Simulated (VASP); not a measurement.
Runs of VASP 6.6.1 on Rh. The structure is that of space group Fm-3m (No. 225), or close to it. The cells are those of the table. 

```tsv
task	cell	cutoff (eV)	k mesh for the DOS	occupations for the DOS	gap on the mesh (eV)	pressure (GPa)
single point	a = 2.581 Å, angles 60.0°, 1 atom	500	-	-	none	(b)
single point	a = 2.654 Å, angles 60.0°, 1 atom	500	-	-	none	1.0
single point	a = 2.334 Å, angles 60.0°, 1 atom	520	-	-	none	320.1
single point	a = 2.239 Å, angles 60.0°, 1 atom	500	-	-	none	(a)
single point	a = 2.654 Å, angles 60.0°, 1 atom	520	-	-	none	0.9
single point	a = 2.334 Å, angles 60.0°, 1 atom	500	-	-	none	320.2
```

Alike in all rows: level LDA; potentials or basis VASP PAW LDA potentials, release 64 (Rh_pv); no spin polarisation; k mesh 17 × 17 × 17; smearing fermi-dirac 0.05 eV.

Task: Fill in the values left out.

Result: (a) 568.3; (b) 34.0.

A k mesh can miss the band edges, and the runs leave out spin-orbit coupling on Rh.

A gap of «none» marks levels without a gap at the run's occupations.
